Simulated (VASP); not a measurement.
# CoSi (P2_13) in VASP: a series of runs, part 2 of 2

VASP 6.6.1.

## (3) Single point, r2SCAN, collinear spin, ferromagnetic start

Contents of POSCAR:

```
CoSi
1.0
    4.4308490700      0.0000000000      0.0000000000
    0.0000000000      4.4308490700      0.0000000000
    0.0000000000      0.0000000000      4.4308490700
Co Si
4 4
Direct
    0.1450189116      0.1450189116      0.1450189116
    0.3549810884      0.8549810884      0.6450189116
    0.6450189116      0.3549810884      0.8549810884
    0.8549810884      0.6450189116      0.3549810884
    0.8431597104      0.8431597104      0.8431597104
    0.6568402896      0.1568402896      0.3431597104
    0.3431597104      0.6568402896      0.1568402896
    0.1568402896      0.3431597104      0.6568402896
```

Contents of INCAR.step1:

```
PREC = Accurate
ENCUT = 520
ISMEAR = 0
SIGMA = 0.1
LREAL = False
LASPH = True
NELM = 150
ISPIN = 2
MAGMOM = 3 3 3 3 0 0 0 0
LMAXMIX = 4
NBANDS = 40
GGA = PE
ALGO = Normal
EDIFF = 1E-4
LWAVE = True
LCHARG = False
```

Contents of INCAR.step2:

```
PREC = Accurate
ENCUT = 520
EDIFF = 1E-7
ISMEAR = 0
SIGMA = 0.1
LREAL = False
LASPH = True
NELM = 150
ALGO = Normal
ISIF = 2
LWAVE = False
LCHARG = False
ISPIN = 2
MAGMOM = 3 3 3 3 0 0 0 0
LORBIT = 11
LMAXMIX = 4
METAGGA = R2SCAN
LMIXTAU = True
NBANDS = 40
ISTART = 1
```

Contents of KPOINTS:

```
Automatic mesh
0
Gamma
  8 8 8
```

Potentials or basis: VASP PAW PBE potentials, release 64 (Co, Si).

Run with:

```console
> cat potpaw_PBE.64/Co/POTCAR potpaw_PBE.64/Si/POTCAR > POTCAR
> cp INCAR.step1 INCAR
> mpirun -np 1 vasp_std > vasp.out
> cp INCAR.step2 INCAR
> mpirun -np 1 vasp_std > vasp.out
```

Run time: 25 min. Hardware: 1 thread of Intel Xeon 8259CL, shared host; peak memory 0.4 GiB.

Results (log left out):

```
Free energy                                           : -91.9018 eV
Pressure                                              : -7.4 GPa
Largest force                                         : 0.030 eV/Å
Band gap on the k mesh                                : zero (filled and empty bands overlap)
Net moment                                            : 0.00 μB per cell
Valence electrons inside the program's atomic spheres : Co 8.67; Si 1.60
```

Forces on the atoms (eV/Å):
```
Co  -0.017 -0.017 -0.017
Co   0.017  0.017 -0.017
Co  -0.017  0.017  0.017
Co   0.017 -0.017  0.017
Si   0.002  0.002  0.002
Si  -0.002 -0.002  0.002
Si   0.002 -0.002 -0.002
Si  -0.002  0.002 -0.002
```

Levels at points of the mesh, in eV from the Fermi level:
Spin up:
| k point | band 22 | band 23 | band 24 | band 25 | band 26 | band 27 | band 28 | band 29 | band 30 | band 31 |
| --- | --- | --- | --- | --- | --- | --- | --- | --- | --- | --- |
| (0.00, 0.00, 0.00) | -1.00 | -0.86 | -0.86 | -0.03 | -0.03 | -0.03 | 2.68 | 2.68 | 2.68 | 3.02 |
| (0.50, 0.00, 0.00) | -1.13 | -0.72 | -0.72 | -0.51 | -0.51 | 1.02 | 1.02 | 1.57 | 1.57 | 4.45 |
| (0.50, 0.50, 0.00) | -1.57 | -1.09 | -1.09 | -0.07 | -0.07 | 0.62 | 0.62 | 2.13 | 2.13 | 2.61 |
| (0.50, 0.50, 0.50) | -1.30 | -1.30 | -1.30 | -0.23 | -0.23 | -0.23 | -0.23 | 5.83 | 5.83 | 5.83 |
Spin down:
```
           k point  band 24  band 25  band 26  band 27  band 28  band 29
(0.00, 0.00, 0.00)    -0.86    -0.03    -0.03    -0.03     2.68     2.68
(0.50, 0.00, 0.00)    -0.72    -0.51    -0.51     1.02     1.02     1.57
(0.50, 0.50, 0.00)    -1.09    -0.07    -0.07     0.62     0.62     2.13
(0.50, 0.50, 0.50)    -1.30    -0.23    -0.23    -0.23    -0.23     5.83
```

Caveat: the starting moments collapsed, and a magnetic state may lie lower; the PAW data sets were made with another functional, which shifts forces and pressure a little.

## (4) Single point, PBE

Contents of INCAR:

```
  ALGO = Normal
  EDIFF = 1E-6
  ENCUT = 520
  GGA = PE
  ISIF = 2
  ISMEAR = 0
  LASPH = T
  LCHARG = F
  LREAL = F
  LWAVE = F
  NBANDS = 36
  NELM = 60
  PREC = Accurate
  SIGMA = 0.15
```

Contents of KPOINTS:

```
k-points
0
Gamma
  10 10 10
```

Contents of POSCAR:

```
CoSi
1.0
    4.4308490675      0.0000000000      0.0000000000
    0.0000000000      4.4308490675      0.0000000000
    0.0000000000      0.0000000000      4.4308490675
Co Si
4 4
Direct
    0.1450189122      0.1450189122      0.1450189122
    0.3549810878      0.8549810878      0.6450189122
    0.6450189122      0.3549810878      0.8549810878
    0.8549810878      0.6450189122      0.3549810878
    0.8431597104      0.8431597104      0.8431597104
    0.6568402896      0.1568402896      0.3431597104
    0.3431597104      0.6568402896      0.1568402896
    0.1568402896      0.3431597104      0.6568402896
```

Potentials or basis: VASP PAW PBE potentials, release 64 (Co, Si).

Run with:

```console
> cat potpaw_PBE.64/Co/POTCAR potpaw_PBE.64/Si/POTCAR > POTCAR
> mpirun -np 1 vasp_std > vasp.out
```

OUTCAR:

```text
EDIFF = 1E-6
   ENCUT = 520
   GGA = PE
   ISIF = 2
   ISMEAR = 0
   LASPH = T
   LREAL = F
   NELM = 60
   PREC = Accurate

 ion  position               nearest neighbor table
   1  0.145  0.145  0.145-   5 2.32   6 2.34   7 2.34   8 2.34   7 2.43   8 2.43   6 2.43   3 2.72
                             4 2.72   2 2.72   2 2.72   4 2.72   3 2.72
   2  0.355  0.855  0.645-   6 2.32   5 2.34   7 2.34   8 2.34   7 2.43   8 2.43   5 2.43   1 2.72
                             1 2.72   3 2.72   3 2.72   4 2.72   4 2.72
   3  0.645  0.355  0.855-   7 2.32   6 2.34   5 2.34   8 2.34   8 2.43   6 2.43   5 2.43   1 2.72
                             4 2.72   2 2.72   2 2.72   4 2.72   1 2.72
   4  0.855  0.645  0.355-   8 2.32   6 2.34   7 2.34   5 2.34   6 2.43   5 2.43   7 2.43   1 2.72
[... 1161 lines left out ...]
  external PRESSURE =      -0.9625465 kB  Pullay stress =       0.0000000 kB

 VOLUME and BASIS-vectors are now :
 -----------------------------------------------------------------------------
  energy-cutoff  :      520.00
  volume of cell :       86.99
      direct lattice vectors                 reciprocal lattice vectors
     4.430849067  0.000000000  0.000000000     0.225690378  0.000000000  0.000000000
     0.000000000  4.430849067  0.000000000     0.000000000  0.225690378  0.000000000
     0.000000000  0.000000000  4.430849067     0.000000000  0.000000000  0.225690378

 POSITION                                       TOTAL-FORCE (eV/Angst)
 -----------------------------------------------------------------------------------
      0.64256      0.64256      0.64256         0.000401      0.000401      0.000401
      1.57287      3.78829      2.85798        -0.000401     -0.000401      0.000401
      2.85798      1.57287      3.78829         0.000401     -0.000401     -0.000401
      3.78829      2.85798      1.57287        -0.000401      0.000401     -0.000401
      3.73591      3.73591      3.73591         0.001415      0.001415      0.001415
      2.91036      0.69494      1.52049        -0.001415     -0.001415      0.001415
      1.52049      2.91036      0.69494         0.001415     -0.001415     -0.001415
      0.69494      1.52049      2.91036        -0.001415      0.001415     -0.001415
 -----------------------------------------------------------------------------------
    total drift:                               -0.000000      0.000000      0.000000

  FREE ENERGIE OF THE ION-ELECTRON SYSTEM (eV)
  ---------------------------------------------------
  free  energy   TOTEN  =       -54.7562234151 eV

  energy  without entropy=      -54.7383768623  energy(sigma->0) =      -54.74730014
```

It took 6.2 min on 1 thread of Intel Xeon 8259CL, shared host; peak memory 0.33 GiB.

Results:

```
Free energy            : -54.7562 eV
Pressure               : -0.1 GPa
Band gap on the k mesh : zero (band 26 reaches 12.10 eV, above the bottom of band 27 at 11.89 eV)
```

Forces in eV/Å, atoms in the order of the input:
```
Co   0.000  0.000  0.000
Co   0.000  0.000  0.000
Co   0.000  0.000  0.000
Co   0.000  0.000  0.000
Si   0.001  0.001  0.001
Si  -0.001 -0.001  0.001
Si   0.001 -0.001 -0.001
Si  -0.001  0.001 -0.001
```

Spin polarisation is off, so any magnetic state and its effect on volume and gap are missing.
